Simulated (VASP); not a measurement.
# Al3InAs4 in VASP: further runs, part 3 of 3

VASP 6.6.1.

**4. Single point, PBE**

File INCAR:

```
PREC     = Accurate       # precision mode
ENCUT    = 520            # plane-wave cutoff, eV
EDIFF    = 1E-6           # SCF threshold, eV
ISMEAR   = 0              # smearing method
SIGMA    = 0.1            # smearing width, eV
LREAL    = F              # projectors in reciprocal space
LASPH    = T              # aspherical terms in the spheres
NELM     = 100            # most SCF steps
ALGO     = Normal         # electronic algorithm
ISIF     = 2              # what is computed and relaxed
LWAVE    = F              # write WAVECAR
LCHARG   = F              # write CHGCAR
GGA      = PE             # functional
NBANDS   = 31             # bands
```

File KPOINTS:

```
regular mesh
0
Gamma
  4 4 4
```

File POSCAR:

```
Al3InAs4
1.0
    4.1269290000      0.0000000000      0.0000000000
    0.0000000000      4.1296910000      5.8385460000
    0.0000000000     -4.1296910000      5.8385460000
Al In As
3 1 4
Direct
    0.0000000000      0.0000500000      0.0000500000
    0.5000000000      0.5005480000      0.9991990000
    0.5000000000      0.9991990000      0.5005480000
    0.0000000000      0.5007010000      0.5007010000
    0.0000000000      0.8911230000      0.3697220000
    0.5000000000      0.3635940000      0.3635940000
    0.0000000000      0.3697220000      0.8911230000
    0.5000000000      0.8750640000      0.8750640000
```

Potentials or basis: VASP PAW PBE potentials, release 64 (Al, In_d, As).

Command:

```sh
> cat potpaw_PBE.64/Al/POTCAR potpaw_PBE.64/In_d/POTCAR potpaw_PBE.64/As/POTCAR > POTCAR
> mpirun -np 1 vasp_std > vasp.out
```

OUTCAR:

```text
PREC = Accurate
   ENCUT = 520
   EDIFF = 1E-6
   ISMEAR = 0
   LREAL = F
   LASPH = T
   NELM = 100
   ISIF = 2
   GGA = PE

 ion  position               nearest neighbor table
   1  0.000  0.000  0.000-   5 2.49   7 2.49   8 2.53   8 2.53
   2  0.500  0.501  0.999-   6 2.46   7 2.49   7 2.49   8 2.53
   3  0.500  0.999  0.501-   6 2.46   5 2.49   5 2.49   8 2.53
   4  0.000  0.501  0.501-   6 2.61   6 2.61   7 2.63   5 2.63
   5  0.000  0.891  0.370-   3 2.49   3 2.49   1 2.49   4 2.63
   6  0.500  0.364  0.364-   2 2.46   3 2.46   4 2.61   4 2.61
   7  0.000  0.370  0.891-   2 2.49   2 2.49   1 2.49   4 2.63
   8  0.500  0.875  0.875-   2 2.53   3 2.53   1 2.53   1 2.53

  LATTYP: Found a base centered orthorhombic cell.
 ALAT       =     8.2593820000
 B/A-ratio  =     1.4137973035
 C/A-ratio  =     0.4996655924

  Lattice vectors:

 A1 = (   0.0000000000,   4.1296910000,  -5.8385460000)
 A2 = (   0.0000000000,   4.1296910000,   5.8385460000)
[... 188 lines left out ...]
 cond. band min:       4.8514884130   @ k =   0.0000   0.0000   0.0000
 fundamental gap:      0.9702613736
 Fermi energy:         4.3341991100

 k-point     1 :       0.0000    0.0000    0.0000
  band No.  band energies     occupation
      1     -10.3238      2.00000
      2     -10.2784      2.00000
      3     -10.2242      2.00000
      4     -10.1519      2.00000
      5     -10.1397      2.00000
      6      -7.9076      2.00000
[... 703 lines left out ...]
     30       8.4537      0.00000
     31       8.5815      0.00000

------------------------ aborting loop because EDIFF is reached ----------------------------------------

  FORCE on cell =-STRESS in cart. coord.  units (eV):
  Direction    XX          YY          ZZ          XY          YZ          ZX
  --------------------------------------------------------------------------------------
  -------------------------------------------------------------------------------------
  Total        0.6194821      0.0332037     -0.0974315      0.0000000      0.0000000      0.0000000
  in kB        4.9872376      0.2673116     -0.7843878      0.0000000      0.0000000      0.0000000
  external PRESSURE =       1.4900538 kB  Pullay stress =       0.0000000 kB

 VOLUME and BASIS-vectors are now :
 -----------------------------------------------------------------------------
  energy-cutoff  :      520.00
  volume of cell :      199.01
      direct lattice vectors                 reciprocal lattice vectors
     4.126929000  0.000000000  0.000000000     0.242310929  0.000000000  0.000000000
     0.000000000  4.129691000  5.838546000     0.000000000  0.121074434  0.085637760
     0.000000000 -4.129691000  5.838546000     0.000000000 -0.121074434  0.085637760

 POSITION                                       TOTAL-FORCE (eV/Angst)
 -----------------------------------------------------------------------------------
      0.00000      0.00000      0.00058         0.000000     -0.000000     -0.012767
      2.06346     -2.05927      8.75634         0.000000     -0.002375     -0.005233
      2.06346      2.05927      8.75634         0.000000      0.002375     -0.005233
      0.00000      0.00000      5.84673         0.000000     -0.000000     -0.002727
      0.00000      2.15323      7.36150         0.000000      0.000832      0.012531
      2.06346      0.00000      4.24572         0.000000     -0.000000     -0.005685
      0.00000     -2.15323      7.36150         0.000000     -0.000832      0.012531
      2.06346      0.00000     10.21820         0.000000     -0.000000      0.006585
 -----------------------------------------------------------------------------------
    total drift:                                0.000000      0.000000     -0.000211

  FREE ENERGIE OF THE ION-ELECTRON SYSTEM (eV)
  ---------------------------------------------------
  free  energy   TOTEN  =       -35.6640207914 eV

  energy  without entropy=      -35.6640207914  energy(sigma->0) =      -35.66402079
```

OSZICAR:

```text
N       E                     dE             d eps       ncg     rms          rms(c)
DAV:   1     0.246521920338E+03    0.24652E+03   -0.16365E+04  1302   0.118E+03
DAV:   2    -0.948453423641E+01   -0.25601E+03   -0.24152E+03  1438   0.266E+02
DAV:   3    -0.355779325768E+02   -0.26093E+02   -0.25662E+02  1635   0.887E+01
DAV:   4    -0.365916903624E+02   -0.10138E+01   -0.10111E+01  1666   0.192E+01
DAV:   5    -0.366306990495E+02   -0.39009E-01   -0.39005E-01  1906   0.368E+00    0.712E+00
DAV:   6    -0.357668404690E+02    0.86386E+00   -0.14287E+00  2023   0.109E+01    0.429E+00
DAV:   7    -0.356620083038E+02    0.10483E+00   -0.77375E-01  1871   0.393E+00    0.123E+00
DAV:   8    -0.356602944767E+02    0.17138E-02   -0.51768E-02  1842   0.180E+00    0.730E-01
DAV:   9    -0.356635571840E+02   -0.32627E-02   -0.80463E-03  1506   0.576E-01    0.173E-01
DAV:  10    -0.356637593887E+02   -0.20220E-03   -0.43368E-04  2000   0.118E-01    0.131E-01
DAV:  11    -0.356640120870E+02   -0.25270E-03   -0.35244E-04  1477   0.936E-02    0.509E-02
DAV:  12    -0.356640180747E+02   -0.59877E-05   -0.29759E-05  1823   0.462E-02    0.353E-02
DAV:  13    -0.356640194419E+02   -0.13672E-05   -0.24394E-06  1343   0.909E-03    0.238E-02
DAV:  14    -0.356640206904E+02   -0.12485E-05   -0.42512E-06  1517   0.980E-03    0.445E-03
DAV:  15    -0.356640207914E+02   -0.10097E-06   -0.18090E-07   966   0.329E-03
   1 F= -.35664021E+02 E0= -.35664021E+02  d E =-.108412E-11
```

Wall time 3.8 min (1 thread of Intel Xeon 8259CL, shared host); peak memory 0.36 GiB.

What came out:

* Free energy: -35.6640 eV
* Pressure: 0.1 GPa
* Largest force: 0.013 eV/Å
* Band gap on the k mesh: 0.97 eV

Forces in eV/Å, atoms in the order of the input:
```
Al   0.000  0.000 -0.013
Al   0.000 -0.002 -0.005
Al   0.000  0.002 -0.005
In   0.000  0.000 -0.003
As   0.000  0.001  0.013
As   0.000  0.000 -0.006
As   0.000 -0.001  0.013
As   0.000  0.000  0.007
```

Stress tensor (GPa, compression positive):
```
 0.50  0.00  0.00
 0.00  0.03  0.00
 0.00  0.00 -0.08
```

Caveat: spin-orbit coupling is left out, which moves the levels of the heavy elements. A k mesh can miss the band edges.

**5. Single point, PBE (21.89 Å³/atom)**

This run uses another cell than the first one, of 21.89 Å³/atom.

File INCAR:

```
  PREC = Accurate
  ENCUT = 520
  EDIFF = 1E-7
  ISMEAR = 0
  SIGMA = 0.02
  LREAL = F
  LASPH = T
  NELM = 80
  ALGO = Normal
  ISIF = 2
  LWAVE = F
  LCHARG = T
  GGA = PE
  LELF = T
  LVHAR = T
  NBANDS = 31
```

File KPOINTS:

```
regular mesh
0
Gamma
  8 4 4
```

File POSCAR:

```
Al3InAs4
1.0
    3.9558270914      0.0000000000      0.0000000000
    0.0000000000      3.9605261672      5.5890982679
    0.0000000000     -3.9605261672      5.5890982679
Al In As
3 1 4
Direct
    0.0000000000     -0.0008457078     -0.0008457078
    0.5000000000      0.5024123443      0.9973660977
    0.5000000000      0.9973660977      0.5024123443
    0.0000000000      0.5015413709      0.5015413709
    0.0000000000      0.8929998305      0.3687471946
    0.5000000000      0.3624581455      0.3624581455
    0.0000000000      0.3687471946      0.8929998305
    0.5000000000      0.8753217243      0.8753217243
```

Potentials or basis: VASP PAW PBE potentials, release 64 (Al, In_d, As).

Command:

```sh
> cat potpaw_PBE.64/Al/POTCAR potpaw_PBE.64/In_d/POTCAR potpaw_PBE.64/As/POTCAR > POTCAR
> mpirun -np 1 vasp_std > vasp.out
```

OUTCAR:

```text
PREC = Accurate
   ENCUT = 520
   EDIFF = 1E-7
   ISMEAR = 0
   LREAL = F
   LASPH = T
   NELM = 80
   ISIF = 2
   GGA = PE

 ion  position               nearest neighbor table
   1  0.000  0.999  0.999-   5 2.39   7 2.39   8 2.41   8 2.41
   2  0.500  0.502  0.997-   6 2.36   7 2.39   7 2.39   8 2.41
   3  0.500  0.997  0.502-   6 2.36   5 2.39   5 2.39   8 2.41
   4  0.000  0.502  0.502-   6 2.52   6 2.52   7 2.53   5 2.53
   5  0.000  0.893  0.369-   3 2.39   3 2.39   1 2.39   4 2.53
   6  0.500  0.362  0.362-   2 2.36   3 2.36   4 2.52   4 2.52
   7  0.000  0.369  0.893-   2 2.39   2 2.39   1 2.39   4 2.53
[... 1031 lines left out ...]
  Total       11.6727109     11.6797147     11.6697777      0.0000000      0.0000000      0.0000000
  in kB      106.7874913    106.8515656    106.7606568      0.0000000      0.0000000      0.0000000
  external PRESSURE =     106.7999046 kB  Pullay stress =       0.0000000 kB

 VOLUME and BASIS-vectors are now :
 -----------------------------------------------------------------------------
  energy-cutoff  :      520.00
  volume of cell :      175.13
      direct lattice vectors                 reciprocal lattice vectors
     3.955827091  0.000000000  0.000000000     0.252791635  0.000000000  0.000000000
     0.000000000  3.960526167  5.589098268     0.000000000  0.126245852  0.089459869
     0.000000000 -3.960526167  5.589098268     0.000000000 -0.126245852  0.089459869

 POSITION                                       TOTAL-FORCE (eV/Angst)
 -----------------------------------------------------------------------------------
      0.00000      0.00000     11.16874         0.000000     -0.000000     -0.000853
      1.97791     -1.96028      8.38241         0.000000      0.004007     -0.000824
      1.97791      1.96028      8.38241         0.000000     -0.004007     -0.000824
      0.00000      0.00000      5.60633         0.000000     -0.000000     -0.001981
      0.00000      2.07632      7.05203         0.000000     -0.004493     -0.002206
      1.97791      0.00000      4.05163         0.000000     -0.000000      0.009131
      0.00000     -2.07632      7.05203         0.000000      0.004493     -0.002206
      1.97791      0.00000      9.78452         0.000000     -0.000000     -0.000238
 -----------------------------------------------------------------------------------
    total drift:                                0.000000     -0.000000      0.000020

  FREE ENERGIE OF THE ION-ELECTRON SYSTEM (eV)
  ---------------------------------------------------
  free  energy   TOTEN  =       -35.0197929236 eV

  energy  without entropy=      -35.0197929236  energy(sigma->0) =      -35.01979292
```

stdout:

```text
POSCAR found type information on POSCAR AlInAs
 POSCAR found :  3 types and       8 ions
 scaLAPACK will be used
 LDA part: xc-table for (Slater+PW92), standard interpolation
 POSCAR, INCAR and KPOINTS ok, starting setup
 FFT: planning ... GRIDC
 FFT: planning ... GRID_SOFT
 FFT: planning ... GRID
 WAVECAR not read
 entering main loop
```

It took 7.4 min on 1 thread of Intel Xeon 8259CL, shared host; peak memory 0.4 GiB.

Results:

```yaml
Free_energy: -35.0198 eV
Pressure: 10.7 GPa
Largest_force: 0.009 eV/Å
Band_gap_on_the_k_mesh: 1.01 eV (least direct gap 1.14 eV)
```

Forces on the atoms (eV/Å):
```
Al   0.000  0.000 -0.001
Al   0.000  0.004 -0.001
Al   0.000 -0.004 -0.001
In   0.000  0.000 -0.002
As   0.000 -0.004 -0.002
As   0.000  0.000  0.009
As   0.000  0.004 -0.002
As   0.000  0.000  0.000
```

Caveat: the cell stands under pressure; spin-orbit coupling is left out, which moves the levels of the heavy elements.

**6. Summary**

```csv
cell,k mesh,smearing,gap on the mesh (eV),pressure (GPa),largest force (eV/Å)
"a = 4.127, b = 7.151, c = 7.151 Å, angles 109.5, 90.0, 90.0°, 8 atoms, atomic positions A",4 × 2 × 2,gaussian 0.1 eV,0.97,0.1,0.07
"a = 4.143, b = 7.116, c = 7.117 Å, angles 108.7, 90.0, 90.0°, 8 atoms, atomic positions B",4 × 2 × 2,gaussian 0.1 eV,0.99,0.1,0.01
"a = 4.127, b = 7.151, c = 7.151 Å, angles 70.5, 90.0, 90.0°, 8 atoms, atomic positions A",4 × 4 × 4,gaussian 0.1 eV,0.97,0.1,0.01
"a = 3.956, b = 6.850, c = 6.850 Å, angles 70.6, 90.0, 90.0°, 8 atoms, atomic positions C",8 × 4 × 4,gaussian 0.02 eV,1.01,10.7,0.01
```

Alike in all rows: task single point; level PBE; potentials or basis VASP PAW PBE potentials, release 64 (Al, In_d, As); no spin polarisation; cutoff (eV) 520.

Caveats: some runs use coarse meshes; spin-orbit coupling is left out, which moves the levels of the heavy elements; the cell stands under pressure (at least some runs).

Absolute energies hang on the potentials; compare differences alone.
